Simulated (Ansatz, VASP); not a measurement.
Two plane-wave programs on Os

```
CELL_PARAMETERS angstrom
0.00000 1.92204 1.92204
1.92204 0.00000 1.92204
1.92204 1.92204 0.00000
ATOMIC_POSITIONS crystal
Os 0.00000 0.00000 0.00000
```

Alike in both runs: task single point; functional PBE; k mesh 10 × 10 × 10; occupations gaussian, width 0.1 eV; no spin polarisation; Hubbard terms Os d U = 5.6 eV, J = 0.69 eV.

```csv
,VASP,Ansatz
version,VASP 6.6.1,Ansatz 0.2.0
potentials or method,"VASP PAW PBE potentials, release 64 (Os), cutoff 520 eV","scalar-relativistic, plane waves, PAW"
valence electrons in the cell,8,16
```

```csv
,VASP,Ansatz,Ansatz less VASP
gap on the k mesh at the Fermi level (eV),none,none,-
pressure (GPa),-7.8,1.5,+9.21
```

The programs project onto different local orbitals, so the same U acts differently, and such runs can settle in different states. A gap of «none» marks a metal or a gap that the smearing closes. VASP's potentials hold 8 valence electrons a cell and Ansatz's 16, so a difference there can come from the potentials and not from the codes. Ansatz's warnings: filled band counts differ across k points.

Spin-orbit coupling is off throughout.
